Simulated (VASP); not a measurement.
ZrBr:

```
CELL_PARAMETERS angstrom
3.55445 0.00000 0.00000
-1.77723 3.07825 0.00000
-1.77723 1.02608 9.49417
ATOMIC_POSITIONS crystal
Zr 0.20920 0.79080 0.62760
Zr 0.79080 0.20920 0.37240
Br 0.39170 0.60830 0.17510
Br 0.60830 0.39170 0.82490
```

```yaml
Program: VASP 6.6.1
Task: relaxation of the atoms
Functional: r2SCAN
Potentials_or_basis: VASP PAW PBE potentials, release 64 (Zr_sv, Br)
Cutoff: 500 eV
k_mesh: 7 × 7 × 7
Occupations: fermi-dirac, width 0.1339 eV
Spin: no spin polarisation
```

At the start: pressure -1.5 GPa; volume 25.97 Å³/atom.

Where does the relaxation end?

Over 5 steps the energy falls by 6.9 meV/atom; space group R-3m (No. 166, to 0.05 Å).

Step by step:
```csv
step,energy change (eV),largest force (eV/Å),pressure (GPa)
1,0.0000,0.5202,-1.55
2,-0.0170,0.2040,-1.45
3,-0.0180,0.2437,-1.40
4,-0.0233,0.1669,-1.08
5,-0.0276,0.0282,-0.46
```

Final structure:
```cif
data_structure
_symmetry_space_group_name_H-M 'P 1'
_symmetry_Int_Tables_number 1
_cell_length_a 3.5545
_cell_length_b 3.5545
_cell_length_c 9.7134
_cell_angle_alpha 79.457
_cell_angle_beta 100.543
_cell_angle_gamma 120.000
_cell_volume 103.88
loop_
_atom_site_label
_atom_site_type_symbol
_atom_site_fract_x
_atom_site_fract_y
_atom_site_fract_z
_atom_site_occupancy
Zr1 Zr 0.20764 0.79236 0.62291 1
Zr2 Zr 0.79236 0.20764 0.37709 1
Br1 Br 0.39322 0.60678 0.17966 1
Br2 Br 0.60678 0.39322 0.82034 1
```

Caveat: the PAW data sets were made with another functional, which shifts forces and pressure a little.
